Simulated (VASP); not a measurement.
**P: single point with LDA**

The system is P.

```
P
1.0
     0.00000    1.91004    1.91004
     1.91004    0.00000    1.91004
     1.91004    1.91004    0.00000
P
1
Direct
  0.00000 0.00000 0.00000
```

This isn't the form of P at room conditions, which is orthorhombic.

```json
{"Program": "VASP 6.6.1", "Task": "single point", "Functional": "LDA", "Potentials or basis": "VASP PAW LDA potentials, release 64 (P)", "Cutoff": "500 eV", "k mesh": "11 × 11 × 11", "Occupations": "gaussian, width 0.05 eV", "Spin": "no spin polarisation", "Dipole correction": "no", "Further INCAR settings": "ALGO = Normal; EDIFF = 1e-06; NBANDS = 8"}
```

- Pressure: -0.1 GPa
- Band gap on the k mesh: zero (an odd number of electrons rules out a gap without spin polarisation)

Levels at points of the mesh, in eV from the Fermi level:
| k point | band 1 | band 2 | band 3 | band 4 | band 5 | band 6 |
| --- | --- | --- | --- | --- | --- | --- |
| (0.00, 0.00, 0.00) | -16.72 | 7.10 | 7.10 | 7.10 | 11.55 | 11.55 |

Run time: 7.4 s on 1 thread of Intel(R) Xeon(R) Platinum 8375C CPU @ 2.90GHz (Ice Lake), with other jobs on the host, peak memory 0.11 GiB.
